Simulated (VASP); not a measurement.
A run of VASP 6.6.1 is set up as follows.

The input POSCAR:

```
Ti
1.0
   -1.4948945883      1.4948945883      1.4948945883
    1.4948945883     -1.4948945883      1.4948945883
    1.4948945883      1.4948945883     -1.4948945883
Ti
1
Direct
    0.0000000000      0.0000000000      0.0000000000
```

The input INCAR.step1:

```
  PREC = Accurate
  ENCUT = 600
  ISMEAR = 0
  SIGMA = 0.1
  LREAL = False
  LASPH = True
  NELM = 80
  GGA = PE
  ALGO = Normal
  EDIFF = 1E-4
  LWAVE = True
  LCHARG = False
```

The input INCAR.step2:

```
  PREC = Accurate
  ENCUT = 600
  EDIFF = 1E-6
  ISMEAR = 0
  SIGMA = 0.1
  LREAL = False
  LASPH = True
  NELM = 80
  ALGO = Normal
  ISIF = 3
  LWAVE = False
  LCHARG = False
  METAGGA = R2SCAN
  LMIXTAU = True
  IBRION = 2
  NSW = 70
  EDIFFG = -0.008
  PSTRESS = 500.0
  ISTART = 1
```

Contents of KPOINTS:

```
regular mesh
0
Gamma
  20 20 20
```

Potentials or basis: VASP PAW PBE potentials, release 64 (Ti_sv).

Command:

```console
$ cat potpaw_PBE.64/Ti_sv/POTCAR > POTCAR
$ cp INCAR.step1 INCAR
$ mpirun -np 1 vasp_std > vasp.out
$ cp INCAR.step2 INCAR
$ mpirun -np 1 vasp_std > vasp.out
```

**Question.** Estimate the relaxed volume.

**Answer.** 12.92 Å³/atom.

**Question.** What does it give for the space group after relaxing (to 0.05 Å)?

**Answer.** Im-3m (No. 229).

**Question.** What does it give for the relaxed cell?

**Answer.** a = 2.560 Å, b = 2.560 Å, c = 2.560 Å, α = 109.47°, β = 109.47°, γ = 109.47°.

Final structure:
```
Ti
1.0
    -1.47823    1.47823    1.47823
     1.47823   -1.47823    1.47823
     1.47823    1.47823   -1.47823
Ti
1
Direct
  0.00000 0.00000 0.00000
```

Caveat: the cell is relaxed towards a set pressure, so the enthalpy falls and the energy may rise; the PAW data sets were made with another functional, which shifts forces and pressure a little.
